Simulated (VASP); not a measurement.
A run of VASP 6.6.1:

The input INCAR:

```
ALGO = Normal ; EDIFF = 1E-6
ENCUT = 520 ; GGA = PS
ISIF = 2 ; ISMEAR = 0
LASPH = T ; LCHARG = F
LREAL = F ; LWAVE = F
NBANDS = 20 ; NELM = 60
PREC = Accurate ; SIGMA = 0.05
```

The input KPOINTS:

```
k-points
0
Gamma
  8 8 8
```

File POSCAR:

```
CdF2
1.0
    0.0000000000      2.6008680088      2.6534055426
    2.6008680088      0.0000000000      2.6534055426
    2.6008680088      2.6008680088      0.0000000000
Cd F
1 2
Direct
    0.0000000000      0.0000000000      0.0000000000
    0.2500000000      0.2500000000      0.2500000000
    0.7500000000      0.7500000000      0.7500000000
```

Potentials or basis: VASP PAW PBE potentials, release 64 (Cd, F).

Launch:

```console
$ cat potpaw_PBE.64/Cd/POTCAR potpaw_PBE.64/F/POTCAR > POTCAR
$ mpirun -np 1 vasp_std > vasp.out
```

Hardware: 1 thread of Intel Xeon 8259CL, on a shared host.

**Question.** How long does it take, and how much memory?

**Answer.** Wall time 58 s on 1 thread of Intel Xeon 8259CL (shared host), peak memory 0.18 GiB. Counts: scf iterations 14, k points 59.
